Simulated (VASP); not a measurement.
Here is a VASP 6.6.1 calculation.

Contents of INCAR:

```
SYSTEM = BeSn
ALGO = Normal
EDIFF = 1E-6
ENCUT = 520
GGA = PE
ISIF = 2
ISMEAR = 0
LASPH = .True.
LCHARG = .True.
LELF = .True.
LREAL = .False.
LVHAR = .True.
LWAVE = .False.
NBANDS = 24
NELM = 60
PREC = Accurate
SIGMA = 0.1
```

File KPOINTS:

```
k-points
0
Gamma
  4 4 4
  0 0 0
```

The input POSCAR:

```
BeSn
1.0
    0.0000000000      3.3738039094      3.3738039094
    3.3738039094      0.0000000000      3.3738039094
    3.3738039094      3.3738039094      0.0000000000
Be Sn
2 2
Direct
    0.5000000000      0.5000000000      0.5000000000
    0.7500000000      0.7500000000      0.7500000000
    0.0000000000      0.0000000000      0.0000000000
    0.2500000000      0.2500000000      0.2500000000
```

Potentials or basis: VASP PAW PBE potentials, release 64 (Be, Sn_d).

Command:

```bash
$ cat potpaw_PBE.64/Be/POTCAR potpaw_PBE.64/Sn_d/POTCAR > POTCAR
$ mpirun -np 1 vasp_std > vasp.out
```

**Question.** Estimate the band gap on the k mesh.

**Answer.** Zero (band 16 reaches 8.01 eV, above the bottom of band 17 at 6.35 eV).

**Question.** Predict the pressure.

**Answer.** -0.3 GPa.

Caveat: the k points lie up to 0.40 Å⁻¹ apart; spin-orbit coupling is left out, which moves the levels of the heavy elements.
